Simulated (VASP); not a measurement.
Cu: single point with PBE0

Cu:

```xyz
1
Lattice="-1.4711 1.4711 1.4031 1.4711 -1.4711 1.4031 1.4711 1.4711 -1.4031" Properties=species:S:1:pos:R:3 pbc="T T T"
Cu    0.0000    0.0000    0.0000
```

* Program: VASP 6.6.1
* Task: single point
* Functional: PBE0
* Potentials or basis: VASP PAW PBE potentials, release 64 (Cu)
* Cutoff: 520 eV
* k mesh: 6 × 6 × 6
* Occupations: fermi-dirac, width 0.05 eV
* Spin: no spin polarisation
* Dipole correction: no
* Grid for exact exchange (PRECFOCK): Normal
* Further INCAR settings: ALGO = Normal; EDIFF = 1e-07; NBANDS = 12
* Share of exact exchange: 0.25

The pressure is -1.0 GPa. The band gap on the k mesh is zero (an odd number of electrons rules out a gap without spin polarisation).

Stress tensor (GPa, compression positive):
```
 0.18  0.00  0.00
 0.00  0.18  0.00
 0.00  0.00 -3.44
```

Levels at points of the mesh, in eV from the Fermi level:
```
           k point  band 3  band 4  band 5  band 6  band 7  band 8  band 9  band 10
(0.00, 0.00, 0.00)   -4.50   -4.50   -3.69   -3.50   26.23   26.23   27.45    30.21
(0.50, 0.00, 0.00)   -3.58   -3.31   -2.59   -0.25    5.87   18.79   19.00    22.86
(0.50, 0.50, 0.00)   -3.72   -3.48   -2.71   -0.84    5.25   20.03   20.41    24.01
(0.50, 0.50, 0.50)   -2.88   -2.88   -2.80    9.22    9.22   11.09   14.72    15.42
```

Wall time 4.6 min on 1 thread of Intel(R) Xeon(R) 6975P-C (Granite Rapids), with other jobs on the host, peak memory 0.13 GiB.

Caveat: the k points lie up to 0.52 Å⁻¹ apart, too coarse for converged energies and pressures of a metal; the PAW data sets were made with another functional, which shifts forces and pressure a little.
